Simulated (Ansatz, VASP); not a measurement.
**One calculation of CdI2, two programs**

The input POSCAR:

```
CdI2
1.0
    4.1408335089      0.0000000000      0.0000000000
   -2.0704167544      3.5860670115      0.0000000000
    0.0000000000      0.0000000000      7.0274584198
Cd I
1 2
Direct
    0.0000000000      0.0000000000      0.0000000000
    0.3333333333      0.6666666667      0.2514013548
    0.6666666667      0.3333333333      0.7485986452
```

The input INCAR.step1:

```
PREC = Accurate ; ENCUT = 400
EDIFF = 1E-5 ; ISMEAR = 0
SIGMA = 0.01 ; LREAL = F
LASPH = T ; NELM = 120
ALGO = Normal ; ISIF = 2
LWAVE = T ; LCHARG = F
GGA = PE ; NBANDS = 20
GGA_COMPAT = F ; KPAR = 4
```

INCAR.step2

```
PREC = Accurate ; ENCUT = 400
EDIFF = 1E-6 ; ISMEAR = 0
SIGMA = 0.01 ; LREAL = F
LASPH = T ; NELM = 120
ALGO = Normal ; ISIF = 2
LWAVE = F ; LCHARG = F
GGA = PE ; LHFCALC = T
HFSCREEN = 0.2079 ; PRECFOCK = Normal
ISTART = 1 ; NBANDS = 20
GGA_COMPAT = F ; KPAR = 4
```

The input KPOINTS:

```
Automatic mesh
0
Gamma
  6 6 4
```

Input for Ansatz:

```yaml
crystal:
  lattice:
    - [4.1408335089, 0.0, 0.0]
    - [-2.0704167544, 3.5860670115, 0.0]
    - [0.0, 0.0, 7.0274584198]
  atoms:
    - { symbol: Cd, position: [0.0, 0.0, 0.0] }
    - { symbol: I, position: [0.3333333333, 0.6666666667, 0.2514013548] }
    - { symbol: I, position: [0.6666666667, 0.3333333333, 0.7485986452] }
kpoints:
  mp_grid: { grid: [6, 6, 4] }
  band_path:
    path:
      - [0.0, 0.0, 0.0]
      - [0.5, 0.0, 0.0]
      - [0.3333333333, 0.3333333333, 0.0]
      - [0.0, 0.0, 0.5]
      - [0.5, 0.0, 0.5]
      - [0.3333333333, 0.3333333333, 0.5]
      - [-0.052083, 0.052083, 0.354167]
      - [0.0, 0.466146, 0.382813]
    npoints: 1
hamiltonian:
  xc: hse06
scf:
  occupations: { method: fixed }
  n_extra_bands: 4
output:
  forces: true
  stress: true
  eigenvalues: true
  write_density: true
  write_potential: true
  elf: true
  volumetric_format: npy
```

Change from the starting cell: epitaxial_xy strain -2.5%.

Alike in both runs: task single point; functional HSE06; k mesh 6 × 6 × 4; no spin polarisation.

|  | VASP | Ansatz |
| --- | --- | --- |
| version | VASP 6.6.1 | Ansatz 0.2.0 |
| potentials or method | VASP PAW PBE potentials, release 64 (Cd, I) | plane waves, PAW |
| plane-wave cutoff (eV) | 400 | 420 |
| occupations | gaussian, width 0.01 eV | fixed |
| valence electrons in the cell | 26 | 54 |

VASP gave:

- gap on the k mesh at the Fermi level (eV): 3.15
- pressure (GPa): 1.6
- traceless stress, the component that is largest in VASP (GPa): -1.06
- rms of the force components (eV/Å): 0.028

Which values does Ansatz return?

gap on the k mesh at the Fermi level (eV): 3.15; pressure (GPa): 1.8; traceless stress, the component that is largest in VASP (GPa): -1.06; rms of the force components (eV/Å): 0.037.

Atom by atom the forces differ by 0.008 eV/Å (rms over components). VASP's potentials hold 26 valence electrons a cell and Ansatz's 54, so a difference there can come from the potentials and not from the codes. Ansatz's warnings: stress exchange threshold loose, stress scf threshold loose.

Neither program's run includes spin-orbit coupling.
